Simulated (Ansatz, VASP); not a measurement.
## Two plane-wave programs on CuO

```
Cu O
1.0
     1.99097   -2.15355    0.00000
     1.99097    2.15355    0.00000
     0.00000    0.00000    5.15593
Cu O
2 2
Direct
  0.50000 0.00000 0.00000
  0.00000 0.50000 0.50000
  0.50000 0.50000 0.25000
  0.50000 0.50000 0.75000
```

Alike in both runs: functional PBEsol; k mesh 8 × 8 × 5; occupations fermi-dirac, width 0.05 eV; no spin polarisation.

|  | VASP | Ansatz |
| --- | --- | --- |
| version | VASP 6.6.1 | Ansatz 0.2.0 |
| potentials or method | VASP PAW PBE potentials, release 64 (Cu_sv_GW, O) | Ansatz PAW |
| plane-wave cutoff (eV) | 700 | 420 |
| valence electrons in the cell | 50 | 50 |
| task | single point | band structure |

```csv
,VASP,Ansatz,Ansatz less VASP
gap on the k mesh at the Fermi level (eV),none,none,-
pressure (GPa),-8.7,-6.0,+2.67
"traceless stress, the component that is largest in VASP (GPa)",1.58,1.62,+0.032
```

VASP's potentials were made for PBE, not for PBEsol. A gap of «none» marks a metal or a gap that the smearing closes. The functional is the same, so the differences come from potentials, cutoffs and numerics.
